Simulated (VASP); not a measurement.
# W (Im-3m) in VASP: notebook

W is run at these levels: PBE; tasks: single point.

Program: VASP 6.6.1. These are calculated values, not measurements. Logs are shortened: lines on timing, memory, paths and dates and some standing lists are left out, and cuts for length are marked.

## 1. The cell of the first run

Symmetry: Im-3m, No. 229, cubic system. The conventional cell has a = 3.184 Å, b = 3.184 Å, c = 3.184 Å, α = 90.00°, β = 90.00°, γ = 90.00°. W (site symmetry m-3m) has 14 W at 2.76 to 3.18 Å within 3.6 Å.

## 2. Single point, PBE

INCAR reads:

```
SYSTEM = W
  ALGO = Normal
  EDIFF = 1E-6
  ENCUT = 520
  GGA = PE
  ISIF = 2
  ISMEAR = -1
  LASPH = .TRUE.
  LCHARG = .TRUE.
  LELF = .TRUE.
  LREAL = .FALSE.
  LVHAR = .TRUE.
  LWAVE = .FALSE.
  NBANDS = 13
  NELM = 100
  PREC = Accurate
  SIGMA = 0.01
```

KPOINTS reads:

```
k-points
0
G
  14 14 14
  0 0 0
```

POSCAR reads:

```
W
1.0
   -1.5921723362      1.5921723362      1.5921723362
    1.5921723362     -1.5921723362      1.5921723362
    1.5921723362      1.5921723362     -1.5921723362
W
1
Direct
    0.0000000000      0.0000000000      0.0000000000
```

Potentials or basis: VASP PAW PBE potentials, release 64 (W_sv).

The run is started by

```bash
$ cat potpaw_PBE.64/W_sv/POTCAR > POTCAR
$ mpirun -np 1 vasp_std > vasp.out
```

OUTCAR:

```text
SYSTEM = W
   EDIFF = 1E-6
   ENCUT = 520
   GGA = PE
   ISIF = 2
   ISMEAR = -1
   LASPH = .TRUE.
   LREAL = .FALSE.
   NELM = 100
   PREC = Accurate

 ion  position               nearest neighbor table
   1  0.000  0.000  0.000-

  LATTYP: Found a body centered cubic cell.
 ALAT       =     3.1843446724

  Lattice vectors:

 A1 = (  -1.5921723362,   1.5921723362,   1.5921723362)
 A2 = (   1.5921723362,  -1.5921723362,   1.5921723362)
 A3 = (   1.5921723362,   1.5921723362,  -1.5921723362)

Analysis of symmetry for initial positions (statically):
=====================================================================
 Subroutine PRICEL returns:
 Original cell was already a primitive cell.

 Routine SETGRP: Setting up the symmetry group for a
 body centered cubic supercell.

 Subroutine GETGRP returns: Found 48 space group operations
 (whereof 48 operations were pure point group operations)
 out of a pool of 48 trial point group operations.

The static configuration has the point symmetry O_h .

Analysis of symmetry for dynamics (positions and initial velocities):
=====================================================================
 Subroutine PRICEL returns:
 Original cell was already a primitive cell.

 Routine SETGRP: Setting up the symmetry group for a
 body centered cubic supercell.

 Subroutine GETGRP returns: Found 48 space group operations
 (whereof 48 operations were pure point group operations)
 out of a pool of 48 trial point group operations.

The dynamic configuration has the point symmetry O_h .

 Subroutine INISYM returns: Found 48 space group operations
 (whereof 48 operations are pure point group operations),
 and found     1 'primitive' translations

----------------------------------------------------------------------------------------

                                     Primitive cell

  volume of cell :      16.1447

  direct lattice vectors                    reciprocal lattice vectors
    -1.592172336  1.592172336  1.592172336     0.000000000  0.314036357  0.314036357
     1.592172336 -1.592172336  1.592172336     0.314036357  0.000000000  0.314036357
     1.592172336  1.592172336 -1.592172336     0.314036357  0.314036357  0.000000000

  length of vectors
     2.757723381  2.757723381  2.757723381     0.444114475  0.444114475  0.444114475

  position of ions in fractional coordinates (direct lattice)
     0.000000000  0.000000000  0.000000000

  ion indices of the primitive-cell ions
   primitive index   ion index
                 1           1

----------------------------------------------------------------------------------------

 KPOINTS: k-points

Automatic generation of k-mesh.
 Grid dimensions read from file:
 generate k-points for:   14   14   14

 Generating k-lattice:

  Cartesian coordinates                     Fractional coordinates (reciprocal lattice)
     0.000000000  0.022431168  0.022431168     0.071428571  0.000000000  0.000000000
     0.022431168  0.000000000  0.022431168     0.000000000  0.071428571  0.000000000
     0.022431168  0.022431168  0.000000000     0.000000000  0.000000000  0.071428571

  Length of vectors
     0.031722462  0.031722462  0.031722462

  Shift w.r.t. Gamma in fractional coordinates (k-lattice)
     0.000000000  0.000000000  0.000000000

 Subroutine IBZKPT returns following result:
 ===========================================

 Found    104 irreducible k-points:

 Following reciprocal coordinates:
            Coordinates               Weight
  0.000000  0.000000  0.000000      1.000000
  0.071429  0.000000  0.000000     12.000000
  0.142857  0.000000  0.000000     12.000000
  0.214286  0.000000  0.000000     12.000000
  0.285714  0.000000  0.000000     12.000000
  0.357143  0.000000  0.000000     12.000000
[... 16 lines left out ...]
  0.285714  0.285714  0.000000     24.000000
  0.357143  0.285714  0.000000     24.000000
 [... further k-points ...]
   k-points           NKPTS =    104   k-points in BZ     NKDIM =    104   number of bands    NBANDS=     13
   number of dos      NEDOS =    301   number of ions     NIONS =      1
   total plane-waves  NPLWV =  13824
   dimension x,y,z NGX =    24 NGY =   24 NGZ =   24
   dimension x,y,z NGXF=    48 NGYF=   48 NGZF=   48
   ions per type =               1
   NGX,Y,Z   is equivalent  to a cutoff of  14.47, 14.47, 14.47 a.u.
   NGXF,Y,Z  is equivalent  to a cutoff of  28.94, 28.94, 28.94 a.u.
 SYSTEM =  W
   PREC   = accura    normal or accurate (medium, high low for compatibility)
   ISTART =      0    job   : 0-new  1-cont  2-samecut
   ICHARG =      2    charge: 1-file 2-atom 10-const
   ISPIN  =      1    spin polarized calculation?
   LNONCOLLINEAR =      F non collinear calculations
   LSORBIT =      F    spin-orbit coupling
   LASPH  =      T    aspherical Exc in radial PAW
   ENCUT  =  520.0 eV  38.22 Ry    6.18 a.u.   5.13  5.13  5.13*2*pi/ulx,y,z
   NELM   =    100;   NELMIN=  2; NELMDL= -5     # of ELM steps
   EDIFF  = 0.1E-05   stopping-criterion for ELM
   LREAL  =      F    real-space projection
   EDIFFG = 0.1E-04   stopping-criterion for IOM
   NSW    =      0    number of steps for IOM
   IBRION =     -1    ionic relax: 0-MD 1-quasi-New 2-CG
   NFREE  =      0    steps in history (QN), initial steepest desc. (CG)
   ISIF   =      2    stress and relaxation
   ISYM   =      2    0-nonsym 1-usesym 2-fastsym
   POTIM  = 0.5000    time-step for ionic-motion
   TEBEG  =    0.0;   TEEND  =   0.0 temperature during run
   PSTRESS=    0.0 pullay stress
   NELECT =      14.0000    total number of electrons
   NUPDOWN=      -1.0000    fix difference up-down
   EMIN   =  10.00;   EMAX   =-10.00  energy-range for DOS
   EFERMI =   0.00;   METHOD = LEGACY
   ISMEAR =    -1;   SIGMA  =   0.01  broadening in eV -4-tet -1-fermi 0-gaus
   EFERMI_NEDOS =   21; number of points for ismear=-14 and -15
   IALGO  =     38    algorithm
   IMIX   =      4    mixing-type and parameters
     AMIX     =   0.40;   BMIX     =  1.00
     AMIX_MAG =   1.60;   BMIX_MAG =  1.00
  volume/ion in A,a.u.               =      16.14       108.95
  Fermi-wavevector in a.u.,A,eV,Ry     =   1.561136  2.950119 33.159384  2.437146
  Thomas-Fermi vector in A             =   2.664246
   LORBIT       =      0    0 simple, 1 ext, 2 COOP (PROOUT), +10 PAW based schemes
   GGA     = PE    functional components
   LHFCALC =     F    Hartree Fock is set to
   AEXX    =    0.0000 exact exchange contribution
   IVDW    =     0    specifies the selected vdW correction
   LEPSILON=     F    determine dielectric tensor
   LRPA    =     F    only Hartree local field effects (RPA)
 non-spin polarized calculation
  energy-cutoff  :      520.00
  volume of cell :       16.14
 maximum number of plane-waves:       466
 NGX is ok and might be reduce to    24
   NGX = 11   NGY = 11   NGZ = 11

 number of electron      14.0000002 magnetization

 Free energy of the ion-electron system (eV)
  ---------------------------------------------------
  ext. energy  EPLUGINS =         0.00000000
  ---------------------------------------------------
  free energy    TOTEN  =       -12.94722740 eV

  energy without entropy =      -12.94698890  energy(sigma->0) =      -12.94710815

 E-fermi :  11.2740     XC(G=0): -13.5406

 val. band max:       11.2641249792   @ k =  -0.4286   0.5000   0.2857
 cond. band min:      11.3012642181   @ k =   0.5000   0.5000   0.2857
 fundamental gap:      0.0371392389
 Fermi energy:        11.2740245695

 k-point     1 :       0.0000    0.0000    0.0000
  band No.  band energies     occupation
      1     -63.0504      2.00000
      2     -26.6364      2.00000
      3     -26.6364      2.00000
      4     -26.6364      2.00000
      5       1.6455      2.00000
      6       9.9707      2.00000
      7       9.9707      2.00000
      8       9.9707      2.00000
      9      13.3890      0.00000
     10      13.3890      0.00000
     11      25.6576      0.00000
     12      25.6576      0.00000
     13      25.6576      0.00000

 k-point     2 :       0.0714    0.0000    0.0000
  band No.  band energies     occupation
      1     -63.0443      2.00000
      2     -26.7011      2.00000
      3     -26.6567      2.00000
      4     -26.6367      2.00000
      5       1.8864      2.00000
      6       9.8255      2.00000
      7       9.9357      2.00000
      8      10.2031      2.00000
      9      13.1645      0.00000
     10      13.3912      0.00000
     11      25.8590      0.00000
     12      26.0679      0.00000
     13      26.2328      0.00000

 k-point     3 :       0.1429    0.0000    0.0000
  band No.  band energies     occupation
      1     -63.0273      2.00000
      2     -26.8791      2.00000
      3     -26.7131      2.00000
      4     -26.6375      2.00000
      5       2.5648      2.00000
      6       9.4437      2.00000
      7       9.7688      2.00000
      8      10.8878      2.00000
      9      12.7844      0.00000
     10      13.4155      0.00000
     11      26.2776      0.00000
     12      27.2404      0.00000
     13      27.5158      0.00000
[... 305 lines left out ...]
 k-point    23 :       0.2857    0.2857    0.0000
  band No.  band energies     occupation
      1     -62.9160      2.00000
      2     -27.6127      2.00000
      3     -27.2921      2.00000
      4     -26.7819      2.00000
      5       6.7119      2.00000
      6       8.0688      2.00000
      7       9.0238      2.00000
      8      13.3585      0.00000
      9      14.1784      0.00000
     10      19.7210      0.00000
     11      20.3080      0.00000
     12      24.2506      0.00000
     13      27.6291      0.00000

 k-point    24 :       0.3571    0.2857    0.0000
  band No.  band energies     occupation
      1     -62.9122      2.00000
      2     -27.5667      2.00000
      3     -27.3822      2.00000
      4     -26.7884      2.00000
      5       6.8154      2.00000
      6       8.2260      2.00000
      7       8.9085      2.00000
      8      13.6028      0.00000
      9      14.1818      0.00000
     10      19.3215      0.00000
     11      21.1624      0.00000
     12      23.1959      0.00000
     13      28.0904      0.00000

 [... further k-points ...]

------------------------ aborting loop because EDIFF is reached ----------------------------------------

  FORCE on cell =-STRESS in cart. coord.  units (eV):
  Direction    XX          YY          ZZ          XY          YZ          ZX
  --------------------------------------------------------------------------------------
  -------------------------------------------------------------------------------------
  Total        0.0853417      0.0853417      0.0853417      0.0000000      0.0000000      0.0000000
  in kB        8.4691884      8.4691884      8.4691884      0.0000000      0.0000000      0.0000000
  external PRESSURE =       8.4691884 kB  Pullay stress =       0.0000000 kB

 VOLUME and BASIS-vectors are now :
 -----------------------------------------------------------------------------
  energy-cutoff  :      520.00
  volume of cell :       16.14
      direct lattice vectors                 reciprocal lattice vectors
    -1.592172336  1.592172336  1.592172336     0.000000000  0.314036357  0.314036357
     1.592172336 -1.592172336  1.592172336     0.314036357  0.000000000  0.314036357
     1.592172336  1.592172336 -1.592172336     0.314036357  0.314036357  0.000000000

 POSITION                                       TOTAL-FORCE (eV/Angst)
 -----------------------------------------------------------------------------------
      0.00000      0.00000      0.00000         0.000000      0.000000     -0.000000
 -----------------------------------------------------------------------------------
    total drift:                                0.000000      0.000000     -0.000000

  FREE ENERGIE OF THE ION-ELECTRON SYSTEM (eV)
  ---------------------------------------------------
  free  energy   TOTEN  =       -12.9472273996 eV

  energy  without entropy=      -12.9469889025  energy(sigma->0) =      -12.94710815
```

It took 18 s on 1 thread of Intel Xeon Platinum 8259CL at 2.50GHz (Skylake/Cascade Lake), shared host; peak memory 0.15 GiB.

Results:

| Item | Value |
| --- | --- |
| Free energy | -12.9472 eV |
| Pressure | 0.8 GPa |
| Band gap on the k mesh | zero (band 7 reaches 16.20 eV, above the bottom of band 8 at 9.97 eV) |

Caveat: spin-orbit coupling is left out, which moves the levels of the heavy elements.

## 3. Single point, PBE

INCAR reads:

```
ALGO     = Normal         # electronic algorithm
EDIFF    = 1E-6           # SCF threshold, eV
ENCUT    = 520            # plane-wave cutoff, eV
GGA      = PE             # functional
ISIF     = 2              # what is computed and relaxed
ISMEAR   = -1             # smearing method
LASPH    = True           # aspherical terms in the spheres
LCHARG   = False          # write CHGCAR
LREAL    = False          # projectors in reciprocal space
LWAVE    = False          # write WAVECAR
NBANDS   = 13             # bands
NELM     = 80             # most SCF steps
PREC     = Accurate       # precision mode
SIGMA    = 0.03           # smearing width, eV
```

KPOINTS reads:

```
k-points
0
Gamma
  14 14 14
```

POSCAR is that of step 2.

Potentials or basis: VASP PAW PBE potentials, release 64 (W_sv).

The run is started by

```bash
$ cat potpaw_PBE.64/W_sv/POTCAR > POTCAR
$ mpirun -np 1 vasp_std > vasp.out
```

Run time: 13 s. Hardware: 1 thread of Intel Xeon Platinum 8259CL at 2.50GHz (Skylake/Cascade Lake), shared host; peak memory 0.15 GiB.

It converged, with:

| Property | Result |
| --- | --- |
| Free energy | -12.9481 eV |
| Pressure | 0.8 GPa |
| Band gap on the k mesh | zero (band 7 reaches 16.20 eV, above the bottom of band 8 at 9.97 eV) |

Levels at points of the mesh, in eV from the Fermi level:
```csv
k point,band 3,band 4,band 5,band 6,band 7,band 8,band 9,band 10,band 11,band 12
"(0.00, 0.00, 0.00)",-37.90,-37.90,-9.62,-1.30,-1.30,-1.30,2.12,2.12,14.39,14.39
"(0.50, 0.00, 0.00)",-38.30,-37.91,-6.25,-3.58,0.53,2.00,2.96,5.88,10.69,11.35
"(0.50, 0.50, 0.50)",-38.75,-38.75,-5.78,-5.78,4.93,4.93,4.93,8.01,8.01,8.01
```

Caveat: spin-orbit coupling is left out, which moves the levels of the heavy elements.

## 4. Single point, PBE

INCAR reads:

```
ALGO = Normal
EDIFF = 1E-6
ENCUT = 520
GGA = PE
ISIF = 2
ISMEAR = -1
LASPH = True
LCHARG = False
LREAL = False
LWAVE = False
NBANDS = 13
NELM = 60
PREC = Accurate
SIGMA = 0.2
```

KPOINTS is that of step 3.

POSCAR is that of step 3.

The run is started by

```bash
$ cat potpaw_PBE.64/W_sv/POTCAR > POTCAR
$ mpirun -np 1 vasp_std > vasp.out
```

Run time: 17 s. Hardware: 1 thread of Intel Xeon Platinum 8259CL at 2.50GHz (Skylake/Cascade Lake), shared host; peak memory 0.15 GiB.

It converged, with:

```yaml
Free_energy: -12.9838 eV
Pressure: 0.5 GPa
Band_gap_on_the_k_mesh: zero (band 7 reaches 16.22 eV, above the bottom of band 8 at 9.98 eV)
```

Levels at points of the mesh, in eV from the Fermi level:
```tsv
k point	band 4	band 5	band 6	band 7	band 8	band 9	band 10	band 11
(0.00, 0.00, 0.00)	-37.79	-9.53	-1.19	-1.19	-1.19	2.22	2.22	14.48
(0.50, 0.00, 0.00)	-37.79	-6.16	-3.48	0.62	2.11	3.06	5.99	10.79
(0.50, 0.50, 0.50)	-38.64	-5.69	-5.69	5.04	5.04	5.04	8.10	8.10
```

Caveat: spin-orbit coupling is left out, which moves the levels of the heavy elements.

## 5. Single point, PBE

INCAR reads:

```
PREC     = Accurate       # precision mode
ENCUT    = 520            # plane-wave cutoff, eV
EDIFF    = 1E-6           # SCF threshold, eV
ISMEAR   = -1             # smearing method
SIGMA    = 0.3            # smearing width, eV
LREAL    = F              # projectors in reciprocal space
LASPH    = T              # aspherical terms in the spheres
NELM     = 80             # most SCF steps
ALGO     = Normal         # electronic algorithm
ISIF     = 2              # what is computed and relaxed
LWAVE    = F              # write WAVECAR
LCHARG   = F              # write CHGCAR
GGA      = PE             # functional
NBANDS   = 13             # bands
```

KPOINTS reads:

```
regular mesh
0
Gamma
  14 14 14
```

POSCAR is that of step 4.

The run is started by

```bash
$ cat potpaw_PBE.64/W_sv/POTCAR > POTCAR
$ mpirun -np 1 vasp_std > vasp.out
```

It took 14 s on 1 thread of Intel Xeon Platinum 8259CL at 2.50GHz (Skylake/Cascade Lake), shared host; peak memory 0.15 GiB.

It converged, with:

```yaml
Free_energy: -13.0273 eV
Pressure: 0.8 GPa
Band_gap_on_the_k_mesh: zero (band 7 reaches 16.23 eV, above the bottom of band 8 at 9.99 eV)
```

Levels at points of the mesh, in eV from the Fermi level:
```tsv
k point	band 5	band 6	band 7	band 8	band 9	band 10
(0.00, 0.00, 0.00)	-9.49	-1.14	-1.14	-1.14	2.28	2.28
(0.50, 0.00, 0.00)	-6.11	-3.43	0.67	2.16	3.12	6.05
(0.50, 0.50, 0.50)	-5.64	-5.64	5.10	5.10	5.10	8.15
```

Caveat: spin-orbit coupling is left out, which moves the levels of the heavy elements.

## 6. Overview

| smearing | gap on the mesh (eV) | pressure (GPa) |
| --- | --- | --- |
| fermi-dirac 0.01 eV | none | 0.8 |
| fermi-dirac 0.03 eV | none | 0.8 |
| fermi-dirac 0.2 eV | none | 0.5 |
| fermi-dirac 0.3 eV | none | 0.8 |

Alike in all rows: task single point; level PBE; potentials or basis VASP PAW PBE potentials, release 64 (W_sv); no spin polarisation; cell as given; k mesh 14 × 14 × 14; cutoff (eV) 520.

Every run on the cell as given and a fine mesh finds a metal.

Caveats: spin-orbit coupling is left out, which moves the levels of the heavy elements.

Absolute energies hang on the potentials; compare differences alone.
